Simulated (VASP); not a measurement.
A run of VASP 6.6.1 is set up as follows.

The input INCAR:

```
PREC = Accurate
ENCUT = 700
EDIFF = 1E-6
ISMEAR = 0
SIGMA = 0.1
LREAL = F
LASPH = T
NELM = 120
ALGO = Normal
ISIF = 2
LWAVE = F
LCHARG = F
NBANDS = 16
GGA_COMPAT = F
```

Contents of KPOINTS:

```
regular mesh
0
Gamma
  9 9 6
```

Contents of POSCAR:

```
TaN
1.0
    2.9399421800      0.0000000000      0.0000000000
   -1.4699710900      2.5460646100      0.0000000000
    0.0000000000      0.0000000000      2.8901750800
Ta N
1 1
Direct
    0.0000000000      0.0000000000      0.5000000000
    0.6666666700      0.3333333300      0.0000000000
```

Potentials or basis: VASP PAW LDA potentials, release 64 (Ta_sv_GW, N).

Command:

```bash
$ cat potpaw_LDA.64/Ta_sv_GW/POTCAR potpaw_LDA.64/N/POTCAR > POTCAR
$ mpirun -np 1 vasp_std > vasp.out
```

Question: Predict the band gap on the k mesh.

Answer: Zero (bands 9 and 10 overlap by 0.31 eV).

Question: Estimate the pressure.

Answer: -11.9 GPa.

Stress tensor (GPa, compression positive):
```
-10.78   0.00   0.00
  0.00 -10.78   0.00
  0.00   0.00 -14.10
```

Caveat: the k points lie up to 0.36 Å⁻¹ apart; spin-orbit coupling is left out, which moves the levels of the heavy elements.
